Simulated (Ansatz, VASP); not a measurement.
# AlGa2P3: VASP beside Ansatz

```
Al Ga P
1.0
     3.88312    0.00000    0.00000
    -1.94156    3.36288    0.00000
     0.00000    0.00000   19.17770
Al Ga P
2 4 6
Direct
  0.66667 0.33333 0.83300
  0.33333 0.66667 0.33300
  0.66667 0.33333 0.16678
  0.66667 0.33333 0.50007
  0.33333 0.66667 0.00007
  0.33333 0.66667 0.66678
  0.66667 0.33333 0.29161
  0.66667 0.33333 0.62479
  0.66667 0.33333 0.95775
  0.33333 0.66667 0.12479
  0.33333 0.66667 0.45775
  0.33333 0.66667 0.79161
```

Alike in both runs: functional PBE; k mesh 12 × 12 × 2; occupations gaussian, width 0.02 eV; no spin polarisation.

Ansatz relaxed the structure, and its values are those at the end. VASP's run is a single point on that final structure, the one shown.

```csv
,VASP,Ansatz
version,VASP 6.6.1,Ansatz 0.2.0
potentials or method,"VASP PAW PBE potentials, release 64 (Al, Ga_d, P), cutoff 520 eV","scalar-relativistic, plane waves, PAW"
valence electrons in the cell,88,88
```

```csv
,VASP,Ansatz,Ansatz less VASP
gap on the k mesh at the Fermi level (eV),1.42,1.42,+0.002
least direct gap on the mesh (eV),1.54,1.54,+0.002
pressure (GPa),0.0,0.0,+0.03
rms of the force components (eV/Å),0.004,0.003,-0.0011
```
